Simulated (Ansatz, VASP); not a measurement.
One calculation of CrPd3, two programs

INCAR

```
SYSTEM = CrPd3
PREC     = Accurate       ! precision mode
ENCUT    = 520            ! plane-wave cutoff, eV
EDIFF    = 1E-7           ! SCF threshold, eV
ISMEAR   = -1             ! smearing method
SIGMA    = 0.1            ! smearing width, eV
LREAL    = .False.        ! projectors in reciprocal space
LASPH    = .True.         ! aspherical terms in the spheres
NELM     = 150            ! most SCF steps
ALGO     = Normal         ! electronic algorithm
ISIF     = 2              ! what is computed and relaxed
LWAVE    = .False.        ! write WAVECAR
LCHARG   = .False.        ! write CHGCAR
ISPIN    = 2              ! spin polarisation
MAGMOM   = 3 0 0 0        ! initial moments
LORBIT   = 11             ! projections on sites
LMAXMIX  = 4              ! l up to which the mixer works
GGA      = CA             ! functional
NBANDS   = 33             ! bands
```

The input KPOINTS:

```
Automatic mesh
0
Gamma
  6 6 6
  0 0 0
```

POSCAR

```
CrPd3
1.0
    3.8908850000      0.0000000000      0.0000000000
    0.0000000000      3.8908850000      0.0000000000
    0.0000000000      0.0000000000      3.8908850000
Cr Pd
1 3
Direct
    0.0000000000      0.0000000000      0.0000000000
    0.0000000000      0.5000000000      0.5000000000
    0.5000000000      0.0000000000      0.5000000000
    0.5000000000      0.5000000000      0.0000000000
```

Input for Ansatz:

```yaml
crystal:
  lattice:
    - [3.890885, 0.0, 0.0]
    - [0.0, 3.890885, 0.0]
    - [0.0, 0.0, 3.890885]
  atoms:
    - { symbol: Cr, position: [0.0, 0.0, 0.0], spin: 3.0 }
    - { symbol: Pd, position: [0.0, 0.5, 0.5] }
    - { symbol: Pd, position: [0.5, 0.0, 0.5] }
    - { symbol: Pd, position: [0.5, 0.5, 0.0] }
basis:
  ecutwfc: 500.0
kpoints:
  mp_grid:
    grid: [6, 6, 6]
hamiltonian:
  xc: lda
magnetization:
  spin_polarized: true
scf:
  occupations:
    method: fermi_dirac
```

Alike in both runs: task single point; functional LDA; k mesh 6 × 6 × 6; collinear spin.

```csv
,VASP,Ansatz
version,VASP 6.6.1,Ansatz 0.2.0
potentials or method,"VASP PAW LDA potentials, release 64 (Cr_pv, Pd), cutoff 520 eV","plane waves, PAW"
occupations,"fermi-dirac, width 0.1 eV",fermi-dirac
valence electrons in the cell,42,68
```

VASP gave:

```
net moment per atom (μB)                                      : 0.64
size of the moment on the site where the two differ most (μB) : 2.62
```

Task: What did Ansatz give for the same quantities?

Result: net moment per atom (μB): 0.65; size of the moment on the site where the two differ most (μB): 2.65.

LDA's correlation is that of Perdew and Zunger in VASP and of Perdew and Wang (1992) in Ansatz. Site moments also hang on the region over which each program counts them. VASP's potentials hold 42 valence electrons a cell and Ansatz's 68, so a difference there can come from the potentials and not from the codes.
